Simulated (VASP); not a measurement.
Bi, 2 atoms in the cell. Symmetry: R-3m, No. 166, trigonal system. The conventional cell has a = 4.540 Å, b = 4.540 Å, c = 12.323 Å, α = 90.00°, β = 90.00°, γ = 120.00°. Bi (site symmetry 3m) has 6 Bi at 3.07 to 3.62 Å within 4.0 Å. 

| Quantity | Value |
| --- | --- |
| Program | VASP 6.6.1 |
| Task | single point |
| Functional | revPBE |
| Potentials or basis | VASP PAW PBE potentials, release 64 (Bi_d) |
| Cutoff | 520 eV |
| k mesh | 14 × 14 × 14 |
| Occupations | fermi-dirac, width 0.1 eV |
| Spin | no spin polarisation |
| Dipole correction | no |
| Further INCAR settings | ALGO = Normal; EDIFF = 1e-07; NBANDS = 22 |

Potentials or basis: VASP PAW PBE potentials, release 64 (Bi_d).

Command:

```bash
$ cat potpaw_PBE.64/Bi_d/POTCAR > POTCAR
$ mpirun -np 1 vasp_std > vasp.out
```

Hardware: 1 thread of Oxide Virtual Turin-like Processor, with other jobs on the host.

Question: How long does it take, and how much memory?

Answer: It took 8.7 min on 1 thread of Oxide Virtual Turin-like Processor, with other jobs on the host, peak memory 0.44 GiB. Counts: scf iterations 13, k points 288.
